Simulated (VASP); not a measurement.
Wanted: the native input for a VASP 6.6.1 run.

```yaml
Task: relaxation of cell and atoms
Functional: PBE
Potentials_or_basis: VASP PAW PBE potentials, release 64 (Ge_d, Sb, O)
Cutoff: 600 eV
k_mesh: 6 × 6 × 4
Occupations: gaussian, width 0.1 eV
Spin: no spin polarisation
Dipole_correction: no
Further_INCAR_settings: ALGO = Normal; EDIFF = 1e-06; IBRION = 2; EDIFFG = -0.04; NSW = 90; ISIF = 3
```

The structure of Ge2SbO3 lies in POSCAR:

```
Ge2SbO3
1.0
    5.1864143200      0.0000000000      0.0000000000
   -2.5932071600      4.4915665500      0.0000000000
    0.0000000000      0.0000000000      4.0989152500
Ge Sb O
2 1 3
Direct
    0.3333333300      0.6666666700      0.0000000000
    0.6666666700      0.3333333300      0.0000000000
    0.0000000000      0.0000000000      0.0000000000
    0.5000000000      0.0000000000      0.5000000000
    0.0000000000      0.5000000000      0.5000000000
    0.5000000000      0.5000000000      0.5000000000
```

The cell was generated, and may not be a known phase.

One way to write it, as run:

INCAR

```
  PREC = Accurate
  ENCUT = 600
  EDIFF = 1E-6
  ISMEAR = 0
  SIGMA = 0.1
  LREAL = False
  LASPH = True
  NELM = 80
  ALGO = Normal
  ISIF = 3
  LWAVE = False
  LCHARG = False
  GGA = PE
  IBRION = 2
  NSW = 90
  EDIFFG = -0.04
```

KPOINTS

```
regular mesh
0
Gamma
  6 6 4
```

Potentials or basis: VASP PAW PBE potentials, release 64 (Ge_d, Sb, O).

Launch:

```sh
$ cat potpaw_PBE.64/Ge_d/POTCAR potpaw_PBE.64/Sb/POTCAR potpaw_PBE.64/O/POTCAR > POTCAR
$ mpirun -np 1 vasp_std > vasp.out
```

Results of the run:

```json
{
  "Relaxed volume": "13.91 Å³/atom",
  "Relaxed cell": "a = 5.701 Å, b = 5.701 Å, c = 2.965 Å, α = 90.00°, β = 90.00°, γ = 120.00°",
  "Space group after relaxing (to 0.1 Å)": "P6/mmm (No. 191)",
  "Pressure after relaxing": "0.1 GPa",
  "Band gap on the k mesh": "zero (an odd number of electrons rules out a gap without spin polarisation)"
}
```

Caveat: the k points lie up to 0.53 Å⁻¹ apart in the final cell, too coarse for converged energies and pressures of a metal; a cell axis changed by over 15 % at a fixed basis, so the end point is rough; spin-orbit coupling is left out, which moves the levels of the heavy elements; an odd number of electrons without spin polarisation forces a metal; a magnetic or distorted state may lie lower.

Run time: 14 min on 1 thread of Oxide Virtual Turin-like Processor, with other jobs on the host, peak memory 0.26 GiB.
